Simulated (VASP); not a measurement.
# Nb (Im-3m) in VASP: single point with r2SCAN

Aim: the single point of Nb with r2SCAN.

All numbers are computed with VASP 6.6.1; they aren't measurements. Logs are shortened: lines on timing, memory, paths and dates and some standing lists are left out, and cuts for length are marked.

### 1 The cell of the first run

It takes space group Im-3m (No. 229, cubic). The conventional cell has a = 3.328 Å, b = 3.328 Å, c = 3.328 Å, α = 90.00°, β = 90.00°, γ = 90.00°. Nb (site symmetry m-3m) has 14 Nb at 2.88 to 3.33 Å within 3.8 Å.

### 2 Single point, r2SCAN

Input file POSCAR:

```
Nb
1.0
   -1.6639500000      1.6639500000      1.6639500000
    1.6639500000     -1.6639500000      1.6639500000
    1.6639500000      1.6639500000     -1.6639500000
Nb
1
Direct
    0.0000000000      0.0000000000      0.0000000000
```

Input file INCAR.step1:

```
SYSTEM = Nb
ALGO = Normal
EDIFF = 1E-5
ENCUT = 550
GGA = PE
GGA_COMPAT = .FALSE.
ISMEAR = 0
LASPH = .TRUE.
LCHARG = .FALSE.
LREAL = .FALSE.
LWAVE = .TRUE.
NBANDS = 12
NELM = 120
PREC = Accurate
SIGMA = 0.05
```

Input file INCAR.step2:

```
SYSTEM = Nb
ALGO = Normal
EDIFF = 1E-6
ENCUT = 550
GGA_COMPAT = .FALSE.
ISIF = 2
ISMEAR = 0
ISTART = 1
LASPH = .TRUE.
LCHARG = .FALSE.
LMIXTAU = .TRUE.
LREAL = .FALSE.
LWAVE = .FALSE.
METAGGA = R2SCAN
NBANDS = 12
NELM = 120
PREC = Accurate
SIGMA = 0.05
```

Input file KPOINTS:

```
k-points
0
G
  10 10 10
  0 0 0
```

Potentials or basis: VASP PAW PBE potentials, release 64 (Nb_sv).

Started as:

```
$ cat potpaw_PBE.64/Nb_sv/POTCAR > POTCAR
$ cp INCAR.step1 INCAR
$ mpirun -np 1 vasp_std > vasp.out
$ cp INCAR.step2 INCAR
$ mpirun -np 1 vasp_std > vasp.out
```

OUTCAR:

```text
SYSTEM = Nb
   EDIFF = 1E-6
   ENCUT = 550
   ISIF = 2
   ISMEAR = 0
   ISTART = 1
   LASPH = .TRUE.
   LREAL = .FALSE.
   METAGGA = R2SCAN
   NELM = 120
   PREC = Accurate

 ion  position               nearest neighbor table
   1  0.000  0.000  0.000-

  LATTYP: Found a body centered cubic cell.
 ALAT       =     3.3279000000

  Lattice vectors:

 A1 = (  -1.6639500000,   1.6639500000,   1.6639500000)
 A2 = (   1.6639500000,  -1.6639500000,   1.6639500000)
 A3 = (   1.6639500000,   1.6639500000,  -1.6639500000)

Analysis of symmetry for initial positions (statically):
=====================================================================
 Subroutine PRICEL returns:
 Original cell was already a primitive cell.

 Routine SETGRP: Setting up the symmetry group for a
 body centered cubic supercell.

 Subroutine GETGRP returns: Found 48 space group operations
 (whereof 48 operations were pure point group operations)
 out of a pool of 48 trial point group operations.

The static configuration has the point symmetry O_h .

Analysis of symmetry for dynamics (positions and initial velocities):
=====================================================================
 Subroutine PRICEL returns:
 Original cell was already a primitive cell.

 Routine SETGRP: Setting up the symmetry group for a
 body centered cubic supercell.

 Subroutine GETGRP returns: Found 48 space group operations
 (whereof 48 operations were pure point group operations)
 out of a pool of 48 trial point group operations.

The dynamic configuration has the point symmetry O_h .

 Subroutine INISYM returns: Found 48 space group operations
 (whereof 48 operations are pure point group operations),
 and found     1 'primitive' translations

----------------------------------------------------------------------------------------

                                     Primitive cell

  volume of cell :      18.4281

  direct lattice vectors                    reciprocal lattice vectors
    -1.663950000  1.663950000  1.663950000     0.000000000  0.300489798  0.300489798
     1.663950000 -1.663950000  1.663950000     0.300489798  0.000000000  0.300489798
     1.663950000  1.663950000 -1.663950000     0.300489798  0.300489798  0.000000000

  length of vectors
     2.882045941  2.882045941  2.882045941     0.424956748  0.424956748  0.424956748

  position of ions in fractional coordinates (direct lattice)
     0.000000000  0.000000000  0.000000000

  ion indices of the primitive-cell ions
   primitive index   ion index
[... 81 lines left out ...]
   POTIM  = 0.5000    time-step for ionic-motion
   TEBEG  =    0.0;   TEEND  =   0.0 temperature during run
   PSTRESS=    0.0 pullay stress
   NELECT =      13.0000    total number of electrons
   NUPDOWN=      -1.0000    fix difference up-down
   EMIN   =  10.00;   EMAX   =-10.00  energy-range for DOS
   EFERMI =   0.00;   METHOD = LEGACY
   ISMEAR =     0;   SIGMA  =   0.05  broadening in eV -4-tet -1-fermi 0-gaus
   EFERMI_NEDOS =   21; number of points for ismear=-14 and -15
   IALGO  =     38    algorithm
   IMIX   =      4    mixing-type and parameters
     AMIX     =   0.40;   BMIX     =  1.00
     AMIX_MAG =   1.60;   BMIX_MAG =  1.00
  volume/ion in A,a.u.               =      18.43       124.36
  Fermi-wavevector in a.u.,A,eV,Ry     =   1.457345  2.753983 28.896790  2.123854
  Thomas-Fermi vector in A             =   2.574157
   LORBIT       =      0    0 simple, 1 ext, 2 COOP (PROOUT), +10 PAW based schemes
   METAGGA = R2SCAN    functional components
   LHFCALC =     F    Hartree Fock is set to
   AEXX    =    0.0000 exact exchange contribution
   IVDW    =     0    specifies the selected vdW correction
   LEPSILON=     F    determine dielectric tensor
   LRPA    =     F    only Hartree local field effects (RPA)
 non-spin polarized calculation
 Gauss-broadening in eV      SIGMA  =   0.05
  energy-cutoff  :      550.00
  volume of cell :       18.43
 maximum number of plane-waves:       563
 NGX is ok and might be reduce to    24
   NGX = 11   NGY = 11   NGZ = 11

 number of electron      12.9999999 magnetization

 Free energy of the ion-electron system (eV)
  ---------------------------------------------------
  ext. energy  EPLUGINS =         0.00000000
  ---------------------------------------------------
  free energy    TOTEN  =       -24.81454636 eV

  energy without entropy =      -24.81266729  energy(sigma->0) =      -24.81360683

 E-fermi :  10.8627     XC(G=0): -13.4917

 val. band max:       10.8551058890   @ k =   0.2000   0.0000   0.0000
 cond. band min:      10.8747127553   @ k =   0.3000   0.0000   0.0000
 fundamental gap:      0.0196068663
 Fermi energy:        10.8626970991

 k-point     1 :       0.0000    0.0000    0.0000
  band No.  band energies     occupation
      1     -45.3476      2.00000
      2     -19.9376      2.00000
      3     -19.9376      2.00000
      4     -19.9376      2.00000
      5       4.5738      2.00000
      6      11.2751      0.00000
      7      11.2751      0.00000
      8      11.2751      0.00000
      9      14.3330      0.00000
     10      14.3330      0.00000
     11      25.6347      0.00000
     12      25.6347      0.00000
[... 331 lines left out ...]
 k-point    24 :      -0.3000    0.3000    0.1000
  band No.  band energies     occupation
      1     -45.1693      2.00000
      2     -20.8248      2.00000
      3     -20.2650      2.00000
      4     -20.0450      2.00000
      5       7.3452      2.00000
      6      10.1879      2.00000
      7      10.5444      2.00000
      8      13.0484      0.00000
      9      14.3891      0.00000
     10      15.2697      0.00000
     11      25.1967      0.00000
     12      26.9287      0.00000

 [... further k-points ...]

------------------------ aborting loop because EDIFF is reached ----------------------------------------

  FORCE on cell =-STRESS in cart. coord.  units (eV):
  Direction    XX          YY          ZZ          XY          YZ          ZX
  --------------------------------------------------------------------------------------
  -------------------------------------------------------------------------------------
  Total       -0.4301495     -0.4301495     -0.4301495      0.0000000      0.0000000     -0.0000000
  in kB      -37.3980742    -37.3980742    -37.3980742      0.0000000      0.0000000     -0.0000000
  external PRESSURE =     -37.3980742 kB  Pullay stress =       0.0000000 kB

 VOLUME and BASIS-vectors are now :
 -----------------------------------------------------------------------------
  energy-cutoff  :      550.00
  volume of cell :       18.43
      direct lattice vectors                 reciprocal lattice vectors
    -1.663950000  1.663950000  1.663950000     0.000000000  0.300489798  0.300489798
     1.663950000 -1.663950000  1.663950000     0.300489798  0.000000000  0.300489798
     1.663950000  1.663950000 -1.663950000     0.300489798  0.300489798  0.000000000

 POSITION                                       TOTAL-FORCE (eV/Angst)
 -----------------------------------------------------------------------------------
      0.00000      0.00000      0.00000        -0.000000      0.000000     -0.000000
 -----------------------------------------------------------------------------------
    total drift:                                0.000000      0.000000      0.000000

  FREE ENERGIE OF THE ION-ELECTRON SYSTEM (eV)
  ---------------------------------------------------
  free  energy   TOTEN  =       -24.8145463642 eV

  energy  without entropy=      -24.8126672948  energy(sigma->0) =      -24.81360683
```

It took 27 s on 1 thread of Intel Xeon Platinum 8559C (Emerald Rapids), shared host; peak memory 0.14 GiB.

What came out:

```yaml
Free_energy: -24.8145 eV
Pressure: -3.7 GPa
```

Levels at points of the mesh, in eV from the Fermi level:
```csv
k point,band 3,band 4,band 5,band 6,band 7,band 8,band 9,band 10
"(0.00, 0.00, 0.00)",-30.80,-30.80,-6.29,0.41,0.41,0.41,3.47,3.47
"(0.50, 0.00, 0.00)",-31.22,-30.81,-3.84,-1.68,2.10,3.47,4.18,6.44
"(0.50, 0.50, 0.50)",-31.72,-31.72,-3.78,-3.78,5.67,5.67,5.67,9.28
```

Caveat: the PAW data sets were made with another functional, which shifts forces and pressure a little.
